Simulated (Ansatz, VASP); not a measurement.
Mg3B: VASP beside Ansatz

```
CELL_PARAMETERS angstrom
-2.04869 2.04869 4.03493
2.04869 -2.04869 4.03493
2.04869 2.04869 -4.03493
ATOMIC_POSITIONS crystal
Mg 0.50000 0.50000 0.00000
Mg 0.25000 0.75000 0.50000
Mg 0.75000 0.25000 0.50000
B 0.00000 0.00000 0.00000
```

Alike in both runs: functional PBE; k mesh 16 × 16 × 16; occupations gaussian, width 0.1 eV; no spin polarisation.

Ansatz relaxed the structure, and its values are those at the end. VASP's run is a single point on that final structure, the one shown.

|  | VASP | Ansatz |
| --- | --- | --- |
| version | VASP 6.6.1 | Ansatz 0.2.0 |
| potentials or method | VASP PAW PBE potentials, release 64 (Mg, B), cutoff 520 eV | scalar-relativistic, plane waves, PAW |
| valence electrons in the cell | 9 | 33 |

Ansatz gave:

```
gap on the k mesh at the Fermi level (eV) : none
pressure (GPa)                            : 0.0
```

Q: What did VASP give for the same quantities?

A: gap on the k mesh at the Fermi level (eV): none; pressure (GPa): -0.1.

A gap of «none» marks a metal or a gap that the smearing closes. VASP's potentials hold 9 valence electrons a cell and Ansatz's 33, so a difference there can come from the potentials and not from the codes.
